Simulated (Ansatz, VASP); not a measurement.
InP in VASP and in Ansatz

```
In P
1.0
     0.00000    2.70751    2.70751
     2.70751    0.00000    2.70751
     2.70751    2.70751    0.00000
In P
1 1
Cartesian
  0.0000 0.0000 0.0000
  2.7075 2.7075 2.7075
```

Alike in both runs: functional LDA; k mesh 6 × 6 × 6; occupations gaussian, width 0.1 eV; no spin polarisation.

Ansatz relaxed the structure, and its values are those at the end. VASP's run is a single point on that final structure, the one shown.

```csv
,VASP,Ansatz
version,VASP 6.6.1,Ansatz 0.2.0
potentials or method,"VASP PAW LDA potentials, release 64 (In_d, P), cutoff 500 eV","scalar-relativistic, plane waves, PAW"
valence electrons in the cell,18,18
```

Ansatz gave:

| Quantity | Value |
| --- | --- |
| gap on the k mesh at the Fermi level (eV) | none |
| pressure (GPa) | 0.2 |

**Question.** Estimate VASP's values.

**Answer.** gap on the k mesh at the Fermi level (eV): none; pressure (GPa): 0.3.

LDA's correlation is that of Perdew and Zunger in VASP and of Perdew and Wang (1992) in Ansatz. A gap of «none» marks a metal or a gap that the smearing closes.
